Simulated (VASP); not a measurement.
# SiC (wurtzite type) (P6_3mc) in VASP: a series of runs

The runs below take SiC (wurtzite type) through single point, relaxation of cell and atoms, with PBE.

All numbers are computed with VASP 6.6.1; they aren't measurements. Logs are shortened: lines on timing, memory, paths and dates and some standing lists are left out, and cuts for length are marked.

## Step 1: The cell of the first run

It takes space group P6_3mc (No. 186, hexagonal). The conventional cell has a = 3.092 Å, b = 3.092 Å, c = 5.074 Å, α = 90.00°, β = 90.00°, γ = 120.00°. Within 2.5 Å of Si (site symmetry 3m) lie 4 C at 1.89 to 1.91 Å. C (site symmetry 3m) has 4 Si at 1.89 to 1.91 Å within 2.5 Å.

## Step 2: Single point, PBE

Contents of INCAR:

```
SYSTEM = SiC
PREC = Accurate ; ENCUT = 520
EDIFF = 1E-6 ; ISMEAR = -1
SIGMA = 0.02 ; LREAL = .False.
LASPH = .True. ; NELM = 60
ALGO = Normal ; ISIF = 2
LWAVE = .False. ; LCHARG = .False.
GGA = PE ; NBANDS = 16
```

Contents of KPOINTS:

```
Automatic mesh
0
Gamma
  12 12 7
  0 0 0
```

Contents of POSCAR:

```
SiC
1.0
    3.0919181385      0.0000000000      0.0000000000
   -1.5459590693      2.6776796544      0.0000000000
    0.0000000000      0.0000000000      5.0742764953
Si C
2 2
Direct
    0.3333333333      0.6666666667      0.0000818710
    0.6666666667      0.3333333333      0.5000818710
    0.3333333333      0.6666666667      0.3759181290
    0.6666666667      0.3333333333      0.8759181290
```

Potentials or basis: VASP PAW PBE potentials, release 64 (Si, C).

Launch:

```sh
cat potpaw_PBE.64/Si/POTCAR potpaw_PBE.64/C/POTCAR > POTCAR
mpirun -np 1 vasp_std > vasp.out
```

OUTCAR:

```text
SYSTEM = SiC
   PREC = Accurate
   ENCUT = 520
   EDIFF = 1E-6
   ISMEAR = -1
   LREAL = .False.
   LASPH = .True.
   NELM = 60
   ISIF = 2
   GGA = PE

 ion  position               nearest neighbor table
   1  0.333  0.667  0.000-   4 1.89   4 1.89   4 1.89   3 1.91   2 3.10   2 3.10   2 3.10   2 3.10
                             2 3.10   2 3.10
   2  0.667  0.333  0.500-   3 1.89   3 1.89   3 1.89   4 1.91   1 3.10   1 3.10   1 3.10   1 3.10
                             1 3.10   1 3.10
   3  0.333  0.667  0.376-   2 1.89   2 1.89   2 1.89   1 1.91
   4  0.667  0.333  0.876-   1 1.89   1 1.89   1 1.89   2 1.91

  LATTYP: Found a hexagonal cell.
 ALAT       =     3.0919181385
 C/A-ratio  =     1.6411419281

  Lattice vectors:

 A1 = (   3.0919181385,   0.0000000000,   0.0000000000)
 A2 = (  -1.5459590693,   2.6776796544,   0.0000000000)
 A3 = (   0.0000000000,   0.0000000000,   5.0742764953)

Analysis of symmetry for initial positions (statically):
=====================================================================
 Subroutine PRICEL returns:
 Original cell was already a primitive cell.

 Routine SETGRP: Setting up the symmetry group for a
 hexagonal supercell.

 Subroutine GETGRP returns: Found 12 space group operations
 (whereof  6 operations were pure point group operations)
 out of a pool of 24 trial point group operations.

The static configuration has the point symmetry C_3v.
 The point group associated with its full space group is C_6v.

Analysis of symmetry for dynamics (positions and initial velocities):
=====================================================================
 Subroutine PRICEL returns:
 Original cell was already a primitive cell.

 Routine SETGRP: Setting up the symmetry group for a
 hexagonal supercell.

 Subroutine GETGRP returns: Found 12 space group operations
 (whereof  6 operations were pure point group operations)
 out of a pool of 24 trial point group operations.

The dynamic configuration has the point symmetry C_3v.
 The point group associated with its full space group is C_6v.

 Subroutine INISYM returns: Found 12 space group operations
 (whereof  6 operations are pure point group operations),
[... 89 lines left out ...]
   NGXF,Y,Z  is equivalent  to a cutoff of  25.81, 25.81, 26.21 a.u.
 SYSTEM =  SiC
   PREC   = accura    normal or accurate (medium, high low for compatibility)
   ISTART =      0    job   : 0-new  1-cont  2-samecut
   ICHARG =      2    charge: 1-file 2-atom 10-const
   ISPIN  =      1    spin polarized calculation?
   LNONCOLLINEAR =      F non collinear calculations
   LSORBIT =      F    spin-orbit coupling
   LASPH  =      T    aspherical Exc in radial PAW
   ENCUT  =  520.0 eV  38.22 Ry    6.18 a.u.   5.75  5.75  9.43*2*pi/ulx,y,z
   NELM   =     60;   NELMIN=  2; NELMDL= -5     # of ELM steps
   EDIFF  = 0.1E-05   stopping-criterion for ELM
   LREAL  =      F    real-space projection
   EDIFFG = 0.1E-04   stopping-criterion for IOM
   NSW    =      0    number of steps for IOM
   IBRION =     -1    ionic relax: 0-MD 1-quasi-New 2-CG
   NFREE  =      0    steps in history (QN), initial steepest desc. (CG)
   ISIF   =      2    stress and relaxation
   ISYM   =      2    0-nonsym 1-usesym 2-fastsym
   POTIM  = 0.5000    time-step for ionic-motion
   TEBEG  =    0.0;   TEEND  =   0.0 temperature during run
   PSTRESS=    0.0 pullay stress
   NELECT =      16.0000    total number of electrons
   NUPDOWN=      -1.0000    fix difference up-down
   EMIN   =  10.00;   EMAX   =-10.00  energy-range for DOS
   EFERMI =   0.00;   METHOD = LEGACY
   ISMEAR =    -1;   SIGMA  =   0.02  broadening in eV -4-tet -1-fermi 0-gaus
   EFERMI_NEDOS =   21; number of points for ismear=-14 and -15
   IALGO  =     38    algorithm
   IMIX   =      4    mixing-type and parameters
     AMIX     =   0.40;   BMIX     =  1.00
     AMIX_MAG =   1.60;   BMIX_MAG =  1.00
  volume/ion in A,a.u.               =      10.50        70.88
  Fermi-wavevector in a.u.,A,eV,Ry     =   1.186664  2.242471 19.159349  1.408172
  Thomas-Fermi vector in A             =   2.322832
   LORBIT       =      0    0 simple, 1 ext, 2 COOP (PROOUT), +10 PAW based schemes
   GGA     = PE    functional components
   LHFCALC =     F    Hartree Fock is set to
   AEXX    =    0.0000 exact exchange contribution
   IVDW    =     0    specifies the selected vdW correction
   LEPSILON=     F    determine dielectric tensor
   LRPA    =     F    only Hartree local field effects (RPA)
 non-spin polarized calculation
  energy-cutoff  :      520.00
  volume of cell :       42.01
 maximum number of plane-waves:      1142
 NGX is ok and might be reduce to    24

 number of electron      16.0000000 magnetization

 Free energy of the ion-electron system (eV)
  ---------------------------------------------------
  ext. energy  EPLUGINS =         0.00000000
  ---------------------------------------------------
  free energy    TOTEN  =       -30.11025921 eV

  energy without entropy =      -30.11025921  energy(sigma->0) =      -30.11025921

 E-fermi :   8.5251     XC(G=0): -11.2827

 val. band max:        8.0841544149   @ k =   0.0000   0.0000   0.0000
 cond. band min:      10.3874280264   @ k =   0.3333   0.3333   0.0000
 fundamental gap:      2.3032736115
 Fermi energy:         8.5250903638

 k-point     1 :       0.0000    0.0000    0.0000
  band No.  band energies     occupation
      1      -7.3613      2.00000
      2      -3.8522      2.00000
      3      -0.5243      2.00000
      4       6.7749      2.00000
      5       6.7749      2.00000
      6       7.9740      2.00000
[... 433 lines left out ...]
      3       0.7701      2.00000
      4       2.3732      2.00000
      5       3.4204      2.00000
      6       5.2359      2.00000
[... 8 lines left out ...]
     15      19.1537      0.00000
     16      20.0740      0.00000

 [... further k-points ...]
[... 5 lines left out ...]
  --------------------------------------------------------------------------------------
  -------------------------------------------------------------------------------------
  Total       -0.0126873     -0.0126873     -0.0098434      0.0000000      0.0000000      0.0000000
  in kB       -0.4838606     -0.4838606     -0.3754009      0.0000000      0.0000000      0.0000000
  external PRESSURE =      -0.4477074 kB  Pullay stress =       0.0000000 kB

 VOLUME and BASIS-vectors are now :
 -----------------------------------------------------------------------------
  energy-cutoff  :      520.00
  volume of cell :       42.01
      direct lattice vectors                 reciprocal lattice vectors
     3.091918139  0.000000000  0.000000000     0.323423828  0.186728834  0.000000000
    -1.545959069  2.677679654  0.000000000     0.000000000  0.373457668  0.000000000
     0.000000000  0.000000000  5.074276495     0.000000000  0.000000000  0.197072430

 POSITION                                       TOTAL-FORCE (eV/Angst)
 -----------------------------------------------------------------------------------
     -0.00000      1.78512      0.00042         0.000000      0.000000      0.000259
      1.54596      0.89256      2.53755         0.000000     -0.000000      0.000259
     -0.00000      1.78512      1.90751        -0.000000      0.000000     -0.000259
      1.54596      0.89256      4.44465         0.000000     -0.000000     -0.000259
 -----------------------------------------------------------------------------------
    total drift:                               -0.000000      0.000000      0.000511

  FREE ENERGIE OF THE ION-ELECTRON SYSTEM (eV)
  ---------------------------------------------------
  free  energy   TOTEN  =       -30.1102592099 eV

  energy  without entropy=      -30.1102592099  energy(sigma->0) =      -30.11025921
```

stdout:

```text
POSCAR found type information on POSCAR SiC
 POSCAR found :  2 types and       4 ions
 scaLAPACK will be used
 LDA part: xc-table for (Slater+PW92), standard interpolation
 POSCAR, INCAR and KPOINTS ok, starting setup
 FFT: planning ... GRIDC
 FFT: planning ... GRID_SOFT
 FFT: planning ... GRID
 WAVECAR not read
 entering main loop
```

Wall time 53 s (1 thread of Intel Xeon Platinum 8175M at 2.50GHz (Skylake/Cascade Lake), shared host); peak memory 0.18 GiB.

What came out:

```yaml
Free_energy: -30.1103 eV
Pressure: 0.0 GPa
Band_gap_on_the_k_mesh: 2.30 eV (least direct gap 3.94 eV)
```

Levels at points of the mesh, in eV from the valence-band top:
```csv
k point,band 4,band 5,band 6,band 7,band 8,band 9,band 10,band 11,band 12,band 13
"(0.00, 0.00, 0.00)",-1.31,-1.31,-0.11,0.00,0.00,4.67,6.04,6.57,6.57,7.62
"(0.50, 0.00, 0.00)",-6.25,-5.37,-3.29,-3.24,-1.19,2.75,4.21,6.76,7.07,9.91
```

Caveat: an odd mesh through Γ misses points on the zone boundary, where band edges can lie.

## Step 3: Single point, PBE

This run uses another cell than the first one: it holds 8 atoms, not 4.

Contents of INCAR:

```
  ALGO = Normal
  EDIFF = 1E-6
  ENCUT = 520
  GGA = PE
  ISIF = 2
  ISMEAR = -1
  LASPH = True
  LCHARG = False
  LREAL = False
  LWAVE = False
  NBANDS = 26
  NELM = 80
  PREC = Accurate
  SIGMA = 0.02
```

Contents of KPOINTS:

```
k-points
0
Gamma
  8 5 5
```

Contents of POSCAR:

```
SiC
1.0
   -1.5459590692      2.6776796544      0.0000000000
    0.0000000000      0.0000000000      5.0742764952
    4.6378772078      2.6776796544      0.0000000000
Si C
4 4
Direct
    0.5000000000      0.0000818710      0.1666666670
    0.0000000000      0.0000818710      0.6666666670
    0.0000000000      0.5000818710      0.3333333330
    0.5000000000      0.5000818710      0.8333333330
    0.5000000000      0.3759181290      0.1666666670
    0.0000000000      0.3759181290      0.6666666670
    0.0000000000      0.8759181290      0.3333333330
    0.5000000000      0.8759181290      0.8333333330
```

Potentials or basis: VASP PAW PBE potentials, release 64 (Si, C).

Launch:

```sh
cat potpaw_PBE.64/Si/POTCAR potpaw_PBE.64/C/POTCAR > POTCAR
mpirun -np 1 vasp_std > vasp.out
```

Run time: 89 s. Hardware: 1 thread of Intel Xeon Platinum 8175M at 2.50GHz (Skylake/Cascade Lake), shared host; peak memory 0.22 GiB.

The run converged. Its results:

```yaml
Free_energy: -60.2196 eV
Pressure: 0.0 GPa
Band_gap_on_the_k_mesh: 2.36 eV
```

Levels at points of the mesh, in eV from the valence-band top:
| k point | band 14 | band 15 | band 16 | band 17 | band 18 | band 19 |
| --- | --- | --- | --- | --- | --- | --- |
| (0.00, 0.00, 0.00) | -0.11 | 0.00 | 0.00 | 2.75 | 4.21 | 4.67 |
| (0.50, 0.00, 0.00) | -2.90 | -2.64 | -2.64 | 3.17 | 3.17 | 6.79 |

Caveat: an odd mesh through Γ misses points on the zone boundary, where band edges can lie.

## Step 4: Relaxation of cell and atoms, PBE

This run uses another cell than the first one, of 10.11 Å³/atom.

Contents of INCAR:

```
SYSTEM = SiC
PREC     = Accurate       ! precision mode
ENCUT    = 600            ! plane-wave cutoff, eV
EDIFF    = 1E-6           ! SCF threshold, eV
ISMEAR   = -1             ! smearing method
SIGMA    = 0.02           ! smearing width, eV
LREAL    = .False.        ! projectors in reciprocal space
LASPH    = .True.         ! aspherical terms in the spheres
NELM     = 100            ! most SCF steps
ALGO     = Normal         ! electronic algorithm
ISIF     = 3              ! what is computed and relaxed
LWAVE    = .False.        ! write WAVECAR
LCHARG   = .False.        ! write CHGCAR
GGA      = PE             ! functional
IBRION   = 2              ! ionic algorithm
NSW      = 60             ! ionic steps
EDIFFG   = -0.005         ! ionic threshold
```

Contents of KPOINTS:

```
regular mesh
0
Gamma
  12 12 7
  0 0 0
```

Contents of POSCAR:

```
SiC
1.0
    3.0603147428      0.0000000000      0.0000000000
   -1.5301573714      2.6503103108      0.0000000000
    0.0000000000      0.0000000000      4.9883130308
Si C
2 2
Direct
    0.3333333333      0.6666666667      0.0000000000
    0.6666666667      0.3333333333      0.5000000000
    0.3333333333      0.6666666667      0.3760000000
    0.6666666667      0.3333333333      0.8760000000
```

Launch:

```sh
cat potpaw_PBE.64/Si/POTCAR potpaw_PBE.64/C/POTCAR > POTCAR
mpirun -np 1 vasp_std > vasp.out
```

Run time: 1.9 min. Hardware: 1 thread of Intel Xeon Platinum 8175M at 2.50GHz (Skylake/Cascade Lake), shared host; peak memory 0.18 GiB.

The run converged. Its results:

| Property | Result |
| --- | --- |
| Free energy | -30.1115 eV |
| Relaxed volume | 10.50 Å³/atom |
| Relaxed cell | a = 3.091 Å, b = 3.091 Å, c = 5.073 Å, α = 90.00°, β = 90.00°, γ = 120.00° |
| Space group after relaxing (to 0.1 Å) | P6_3mc (No. 186) |
| Energy gained by relaxing | 10.2 meV/atom |
| Ionic steps | 8 |
| Pressure after relaxing | 0.0 GPa |
| Band gap on the k mesh | 2.30 eV (least direct gap 3.94 eV) |

Step by step:
| step | energy change (eV) | largest force (eV/Å) | pressure (GPa) | volume (Å³) |
| --- | --- | --- | --- | --- |
| 1 | 0.0000 | 0.0568 | 8.43 | 40.46 |
| 2 | 0.0024 | 0.1220 | -7.65 | 43.65 |
| 3 | -0.0406 | 0.0510 | -0.06 | 41.99 |
| 4 | -0.0406 | 0.0492 | 0.10 | 41.96 |
| 5 | -0.0408 | 0.0162 | 0.07 | 41.97 |
| 6 | -0.0408 | 0.0068 | 0.07 | 41.97 |
| 7 | -0.0408 | 0.0050 | -0.05 | 41.99 |
| 8 | -0.0408 | 0.0002 | 0.00 | 41.98 |

Final structure:
```cif
data_structure
_symmetry_space_group_name_H-M 'P 1'
_symmetry_Int_Tables_number 1
_cell_length_a 3.0912
_cell_length_b 3.0912
_cell_length_c 5.0731
_cell_angle_alpha 90.000
_cell_angle_beta 90.000
_cell_angle_gamma 120.000
_cell_volume 41.98
loop_
_atom_site_label
_atom_site_type_symbol
_atom_site_fract_x
_atom_site_fract_y
_atom_site_fract_z
_atom_site_occupancy
Si1 Si 0.33333 0.66667 0.00008 1
Si2 Si 0.66667 0.33333 0.50008 1
C1 C 0.33333 0.66667 0.37592 1
C2 C 0.66667 0.33333 0.87592 1
```

Levels at points of the mesh, in eV from the valence-band top:
```csv
k point,band 5,band 6,band 7,band 8,band 9,band 10,band 11,band 12
"(0.00, 0.00, 0.00)",-1.31,-0.11,0.00,0.00,4.68,6.05,6.58,6.58
"(0.50, 0.00, 0.00)",-5.38,-3.29,-3.24,-1.19,2.75,4.21,6.77,7.07
```

Caveat: an odd mesh through Γ misses points on the zone boundary, where band edges can lie.

## Step 5: Summary

```tsv
task	cell	k mesh	cutoff (eV)	gap on the mesh (eV)	pressure (GPa)
single point	a = 3.092, b = 3.092, c = 5.074 Å, angles 90.0, 90.0, 120.0°, 4 atoms, atomic positions A	12 × 12 × 7	520	2.30	0.0
single point	a = 3.092, b = 5.074, c = 5.355 Å, 8 atoms, atomic positions B	8 × 5 × 5	520	2.36	0.0
relaxation of cell and atoms	relaxed from a = 3.060, b = 3.060, c = 4.988 Å, angles 90.0, 90.0, 120.0°, 4 atoms, atomic positions A	12 × 12 × 7	600	2.30	0.0
```

Alike in all rows: level PBE; potentials or basis VASP PAW PBE potentials, release 64 (Si, C); no spin polarisation; smearing fermi-dirac 0.02 eV.

Caveats: an odd mesh through Γ misses points on the zone boundary, where band edges can lie.

Absolute energies hang on the potentials; compare differences alone.
